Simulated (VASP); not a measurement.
# BP (F-43m) in VASP: dielectric tensor with r2SCAN

Aim: the dielectric tensor of BP with r2SCAN.

All numbers are computed with VASP 6.6.1; they aren't measurements. Logs are shortened: lines on timing, memory, paths and dates and some standing lists are left out, and cuts for length are marked.

### 1 The cell of the first run

The structure is cubic, space group F-43m (No. 216). The conventional cell has a = 4.537 Å, b = 4.537 Å, c = 4.537 Å, α = 90.00°, β = 90.00°, γ = 90.00°. Within 2.6 Å of B (site symmetry -43m) lie 4 P at 1.96 Å. Within 2.6 Å of P (site symmetry -43m) lie 4 B at 1.96 Å.

### 2 Dielectric tensor, r2SCAN

The input, INCAR:

```
ALGO     = Normal         # electronic algorithm
EDIFF    = 1E-8           # SCF threshold, eV
ENCUT    = 520            # plane-wave cutoff, eV
ISIF     = 2              # what is computed and relaxed
ISMEAR   = 0              # smearing method
LASPH    = T              # aspherical terms in the spheres
LCALCEPS = T            
LCHARG   = F              # write CHGCAR
LMIXTAU  = T            
LREAL    = F              # projectors in reciprocal space
LWAVE    = F              # write WAVECAR
METAGGA  = R2SCAN         # meta-GGA
NELM     = 60             # most SCF steps
PREC     = Accurate       # precision mode
SIGMA    = 0.01           # smearing width, eV
```

The input, KPOINTS:

```
k-points
0
Gamma
  8 8 8
```

The input, POSCAR:

```
BP
1.0
    0.0000000000      2.2683155811      2.2683155811
    2.2683155811      0.0000000000      2.2683155811
    2.2683155811      2.2683155811      0.0000000000
B P
1 1
Direct
    0.0000000000      0.0000000000      0.0000000000
    0.2500000000      0.2500000000      0.2500000000
```

Potentials or basis: VASP PAW PBE potentials, release 64 (B, P).

Launch:

```sh
$ cat potpaw_PBE.64/B/POTCAR potpaw_PBE.64/P/POTCAR > POTCAR
$ mpirun -np 1 vasp_std > vasp.out
```

OUTCAR:

```text
EDIFF = 1E-8
   ENCUT = 520
   ISIF = 2
   ISMEAR = 0
   LASPH = T
   LREAL = F
   METAGGA = R2SCAN
   NELM = 60
   PREC = Accurate

 ion  position               nearest neighbor table
   1  0.000  0.000  0.000-   2 1.96   2 1.96   2 1.96   2 1.96
   2  0.250  0.250  0.250-   1 1.96   1 1.96   1 1.96   1 1.96

  LATTYP: Found a face centered cubic cell.
 ALAT       =     4.5366311622

  Lattice vectors:

 A1 = (   0.0000000000,   2.2683155811,   2.2683155811)
 A2 = (   2.2683155811,   0.0000000000,   2.2683155811)
 A3 = (   2.2683155811,   2.2683155811,   0.0000000000)

Analysis of symmetry for initial positions (statically):
=====================================================================
 Subroutine PRICEL returns:
 Original cell was already a primitive cell.

 Routine SETGRP: Setting up the symmetry group for a
 face centered cubic supercell.

 Subroutine GETGRP returns: Found 24 space group operations
 (whereof 24 operations were pure point group operations)
 out of a pool of 48 trial point group operations.

The static configuration has the point symmetry T_d .

Analysis of symmetry for dynamics (positions and initial velocities):
=====================================================================
 Subroutine PRICEL returns:
 Original cell was already a primitive cell.

 Routine SETGRP: Setting up the symmetry group for a
 face centered cubic supercell.

 Subroutine GETGRP returns: Found 24 space group operations
 (whereof 24 operations were pure point group operations)
 out of a pool of 48 trial point group operations.

The dynamic configuration has the point symmetry T_d .

 Subroutine INISYM returns: Found 24 space group operations
 (whereof 24 operations are pure point group operations),
 and found     1 'primitive' translations

----------------------------------------------------------------------------------------

                                     Primitive cell

  volume of cell :      23.3421

  direct lattice vectors                    reciprocal lattice vectors
     0.000000000  2.268315581  2.268315581    -0.220427882  0.220427882  0.220427882
     2.268315581  0.000000000  2.268315581     0.220427882 -0.220427882  0.220427882
     2.268315581  2.268315581  0.000000000     0.220427882  0.220427882 -0.220427882

  length of vectors
     3.207882659  3.207882659  3.207882659     0.381792292  0.381792292  0.381792292

  position of ions in fractional coordinates (direct lattice)
     0.000000000  0.000000000  0.000000000
     0.250000000  0.250000000  0.250000000

  ion indices of the primitive-cell ions
   primitive index   ion index
                 1           1
                 2           2

----------------------------------------------------------------------------------------

 KPOINTS: k-points

Automatic generation of k-mesh.
 Grid dimensions read from file:
 generate k-points for:    8    8    8

 Generating k-lattice:

  Cartesian coordinates                     Fractional coordinates (reciprocal lattice)
    -0.027553485  0.027553485  0.027553485     0.125000000  0.000000000  0.000000000
     0.027553485 -0.027553485  0.027553485     0.000000000  0.125000000  0.000000000
     0.027553485  0.027553485 -0.027553485     0.000000000  0.000000000  0.125000000

  Length of vectors
     0.047724036  0.047724036  0.047724036

  Shift w.r.t. Gamma in fractional coordinates (k-lattice)
     0.000000000  0.000000000  0.000000000

 Subroutine IBZKPT returns following result:
 ===========================================

 Found     29 irreducible k-points:

 Following reciprocal coordinates:
            Coordinates               Weight
  0.000000  0.000000  0.000000      1.000000
  0.125000  0.000000  0.000000      8.000000
  0.250000  0.000000  0.000000      8.000000
  0.375000  0.000000  0.000000      8.000000
  0.500000  0.000000  0.000000      4.000000
  0.125000  0.125000  0.000000      6.000000
[... 16 lines left out ...]
  0.500000  0.250000  0.125000     48.000000
 -0.375000  0.250000  0.125000     24.000000
 [... further k-points ...]
   k-points           NKPTS =     29   k-points in BZ     NKDIM =     29   number of bands    NBANDS=      8
   number of dos      NEDOS =    301   number of ions     NIONS =      2
   total plane-waves  NPLWV =  13824
   dimension x,y,z NGX =    24 NGY =   24 NGZ =   24
   dimension x,y,z NGXF=    48 NGYF=   48 NGZF=   48
   ions per type =               1   1
   NGX,Y,Z   is equivalent  to a cutoff of  12.44, 12.44, 12.44 a.u.
   NGXF,Y,Z  is equivalent  to a cutoff of  24.88, 24.88, 24.88 a.u.
 SYSTEM =  unknown system
   PREC   = accura    normal or accurate (medium, high low for compatibility)
   ISTART =      0    job   : 0-new  1-cont  2-samecut
   ICHARG =      2    charge: 1-file 2-atom 10-const
   ISPIN  =      1    spin polarized calculation?
   LNONCOLLINEAR =      F non collinear calculations
   LSORBIT =      F    spin-orbit coupling
   LASPH  =      T    aspherical Exc in radial PAW
   ENCUT  =  520.0 eV  38.22 Ry    6.18 a.u.   5.96  5.96  5.96*2*pi/ulx,y,z
   NELM   =     60;   NELMIN=  2; NELMDL= -5     # of ELM steps
   EDIFF  = 0.1E-07   stopping-criterion for ELM
   LREAL  =      F    real-space projection
   EDIFFG = 0.1E-06   stopping-criterion for IOM
   NSW    =      0    number of steps for IOM
   IBRION =     -1    ionic relax: 0-MD 1-quasi-New 2-CG
   NFREE  =      0    steps in history (QN), initial steepest desc. (CG)
   ISIF   =      2    stress and relaxation
   ISYM   =      2    0-nonsym 1-usesym 2-fastsym
   POTIM  = 0.5000    time-step for ionic-motion
   TEBEG  =    0.0;   TEEND  =   0.0 temperature during run
   PSTRESS=    0.0 pullay stress
   NELECT =       8.0000    total number of electrons
   NUPDOWN=      -1.0000    fix difference up-down
   EMIN   =  10.00;   EMAX   =-10.00  energy-range for DOS
   EFERMI =   0.00;   METHOD = LEGACY
   ISMEAR =     0;   SIGMA  =   0.01  broadening in eV -4-tet -1-fermi 0-gaus
   EFERMI_NEDOS =   21; number of points for ismear=-14 and -15
   IALGO  =     38    algorithm
   IMIX   =      4    mixing-type and parameters
     AMIX     =   0.40;   BMIX     =  1.00
     AMIX_MAG =   1.60;   BMIX_MAG =  1.00
  volume/ion in A,a.u.               =      11.67        78.76
  Fermi-wavevector in a.u.,A,eV,Ry     =   1.145666  2.164995 17.858334  1.312551
  Thomas-Fermi vector in A             =   2.282353
   LORBIT       =      0    0 simple, 1 ext, 2 COOP (PROOUT), +10 PAW based schemes
   METAGGA = R2SCAN    functional components
   LHFCALC =     F    Hartree Fock is set to
   AEXX    =    0.0000 exact exchange contribution
   IVDW    =     0    specifies the selected vdW correction
   LEPSILON=     F    determine dielectric tensor
   LRPA    =     F    only Hartree local field effects (RPA)
   LRPA       =     F
 non-spin polarized calculation
 Gauss-broadening in eV      SIGMA  =   0.01
  energy-cutoff  :      520.00
  volume of cell :       23.34
 maximum number of plane-waves:       638
   NGX = 11   NGY = 11   NGZ = 11

 number of electron       8.0000000 magnetization

 Free energy of the ion-electron system (eV)
  ---------------------------------------------------
  ext. energy  EPLUGINS =         0.00000000
  ---------------------------------------------------
  free energy    TOTEN  =       -17.30956969 eV

  energy without entropy =      -17.30956969  energy(sigma->0) =      -17.30956969

 E-fermi :   7.4537     XC(G=0): -11.5046

 val. band max:        7.4008743074   @ k =   0.0000   0.0000   0.0000
 cond. band min:   10000.0000000000   @ k =   0.0000   0.0000   0.0000
 fundamental gap:   9992.5991256926
 Fermi energy:         7.4537460235

 k-point     1 :       0.0000    0.0000    0.0000
  band No.  band energies     occupation
      1      -8.8673      2.00000
      2       7.4004      2.00000
      3       7.4005      2.00000
      4       7.4009      2.00000
      5   10000.0000      0.00000
      6   10000.0000      0.00000
      7   10000.0000      0.00000
      8   10000.0000      0.00000
[... 243 lines left out ...]
 k-point    24 :      -0.3750    0.2500    0.1250
  band No.  band energies     occupation
      1      -4.6692      2.00000
      2      -1.5139      2.00000
      3       2.6341      2.00000
      4       4.1178      2.00000
      5   10000.0000      0.00000
      6   10000.0000      0.00000
      7   10000.0000      0.00000
      8   10000.0000      0.00000

 [... further k-points ...]

------------------------ aborting loop because EDIFF is reached ----------------------------------------

            Ionic dipole moment: p[ion]=(     5.67079     5.67079     5.67079 ) |e| Angst

 Total electronic dipole moment: p[elc]=(     0.00115     0.00115     0.01099 ) |e| Angst

 MACROSCOPIC STATIC DIELECTRIC TENSOR (including local field effects)
 ------------------------------------------------------
           8.632895     0.000000    -0.000000
          -0.000000     8.632895    -0.000000
           0.000000     0.000000     8.632895
 ------------------------------------------------------

 PIEZOELECTRIC TENSOR (including local field effects) (e Angst)
          XX          YY          ZZ          XY          YZ          ZX
  --------------------------------------------------------------------------------
  x     0.00000    -0.00000    -0.00000     0.00000     0.09509     0.00000
  y    -0.00000    -0.00000    -0.00000     0.00000     0.00000     0.09509
  z    -0.00000    -0.00000     0.00000     0.09509    -0.00000    -0.00000

 PIEZOELECTRIC TENSOR (including local field effects) (C/m^2)
          XX          YY          ZZ          XY          YZ          ZX
  --------------------------------------------------------------------------------
  x     0.00000    -0.00000    -0.00000     0.00000     0.06527     0.00000
  y    -0.00000    -0.00000    -0.00000     0.00000     0.00000     0.06527
  z    -0.00000    -0.00000     0.00000     0.06527    -0.00000    -0.00000

 BORN EFFECTIVE CHARGES (including local field effects) (in |e|, cummulative output)
 ---------------------------------------------------------------------------------
 ion    1
    1    -0.44266     0.00000     0.00000
    2    -0.00000    -0.44266    -0.00000
    3    -0.00000    -0.00000    -0.44266
 ion    2
    1     0.44266     0.00000     0.00000
    2    -0.00000     0.44266    -0.00000
    3    -0.00000    -0.00000     0.44266

  FORCE on cell =-STRESS in cart. coord.  units (eV):
  Direction    XX          YY          ZZ          XY          YZ          ZX
  --------------------------------------------------------------------------------------
  -------------------------------------------------------------------------------------
  Total       -0.0730441     -0.0730441     -0.0730441      0.0000000      0.0000000      0.0000000
  in kB       -5.0136633     -5.0136633     -5.0136633      0.0000000      0.0000000      0.0000000
  external PRESSURE =      -5.0136633 kB  Pullay stress =       0.0000000 kB

 VOLUME and BASIS-vectors are now :
 -----------------------------------------------------------------------------
  energy-cutoff  :      520.00
  volume of cell :       23.34
      direct lattice vectors                 reciprocal lattice vectors
     0.000000000  2.268315581  2.268315581    -0.220427882  0.220427882  0.220427882
     2.268315581  0.000000000  2.268315581     0.220427882 -0.220427882  0.220427882
     2.268315581  2.268315581  0.000000000     0.220427882  0.220427882 -0.220427882

 POSITION                                       TOTAL-FORCE (eV/Angst)
 -----------------------------------------------------------------------------------
      0.00000      0.00000      0.00000        -0.000000     -0.000000     -0.000000
      1.13416      1.13416      1.13416         0.000000      0.000000      0.000000
 -----------------------------------------------------------------------------------
    total drift:                                0.000000      0.000000      0.000000

  FREE ENERGIE OF THE ION-ELECTRON SYSTEM (eV)
  ---------------------------------------------------
  free  energy   TOTEN  =       -17.3095696897 eV

  energy  without entropy=      -17.3095696897  energy(sigma->0) =      -17.30956969
```

It took 22 min on 1 thread of Intel Xeon 8259CL, shared host; peak memory 0.26 GiB.

Results:

- Band gap on the k mesh: 1.48 eV (least direct gap 3.64 eV)
- Electronic dielectric tensor (diagonal): 8.63
- Born charges (mean of the diagonal): B -0.44; P +0.44 e

Levels at points of the mesh, in eV from the valence-band top:
| k point | band 1 | band 2 | band 3 | band 4 | band 5 | band 6 | band 7 | band 8 |
| --- | --- | --- | --- | --- | --- | --- | --- | --- |
| (0.00, 0.00, 0.00) | -16.27 | 0.00 | 0.00 | 0.00 | 3.64 | 3.64 | 3.64 | 8.02 |
| (0.50, 0.00, 0.00) | -12.77 | -9.51 | -1.87 | -1.87 | 4.14 | 5.03 | 5.03 | 10.92 |
| (0.50, 0.50, 0.00) | -11.10 | -9.13 | -4.35 | -4.35 | 1.54 | 1.91 | 13.07 | 13.07 |

Electronic dielectric tensor:
```
8.63 0.00 0.00
0.00 8.63 0.00
0.00 0.00 8.63
```

Born effective charge tensors (e):
atom 1, B
```
-0.44  0.00  0.00
 0.00 -0.44  0.00
 0.00  0.00 -0.44
```
atom 2, P
```
0.44 0.00 0.00
0.00 0.44 0.00
0.00 0.00 0.44
```

Dipole moments of the cell (e·Å, modulo the quantum): ionic 5.671, 5.671, 5.671; electronic 0.001, 0.001, 0.011

Caveat: the PAW data sets were made with another functional, which shifts forces and pressure a little.
